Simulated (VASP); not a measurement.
A run of VASP 6.6.1 is set up as follows.

Contents of INCAR:

```
SYSTEM = CuO
  PREC = Accurate
  ENCUT = 520
  EDIFF = 1E-6
  ISMEAR = 0
  SIGMA = 0.05
  LREAL = .FALSE.
  LASPH = .TRUE.
  NELM = 150
  ALGO = Normal
  ISIF = 2
  LWAVE = .FALSE.
  LCHARG = .FALSE.
  ISPIN = 2
  MAGMOM = 0.62 0.62 0.33 0.33
  LORBIT = 11
  NUPDOWN = 1.8
  LMAXMIX = 4
  LDAU = .TRUE.
  LDAUTYPE = 2
  LDAUL = 2 -1
  LDAUU = 8 0
  LDAUJ = 0 0
  LDAUPRINT = 1
  GGA = CA
  NBANDS = 29
```

File KPOINTS:

```
regular mesh
0
G
  7 7 4
  0 0 0
```

POSCAR

```
CuO
1.0
    2.3446497600     -1.7133998200      0.0000000000
    2.3446497600      1.7133998200      0.0000000000
   -0.8605499100      0.0000000000      5.0594394800
Cu O
2 2
Direct
    0.0032000000      0.4968000000      0.0000000000
    0.4968000000      0.0032000000      0.5000000000
    0.5714000000      0.4056000000      0.2537000000
    0.4056000000      0.5714000000      0.7537000000
```

Potentials or basis: VASP PAW LDA potentials, release 64 (Cu, O).

The run is started by

```sh
$ cat potpaw_LDA.64/Cu/POTCAR potpaw_LDA.64/O/POTCAR > POTCAR
$ mpirun -np 1 vasp_std > vasp.out
```

Task: Predict the largest force.

Result: 0.685 eV/Å.

Task: What does it give for the pressure?

Result: -13.9 GPa.

Forces on the atoms (eV/Å):
```
Cu  -0.569  0.219  0.239
Cu  -0.569 -0.219  0.239
O    0.569  0.298 -0.239
O    0.569 -0.298 -0.239
```

Caveat: the total moment is fixed, so each spin has its own Fermi level. The state reached can hang on the start; a lower one may exist.
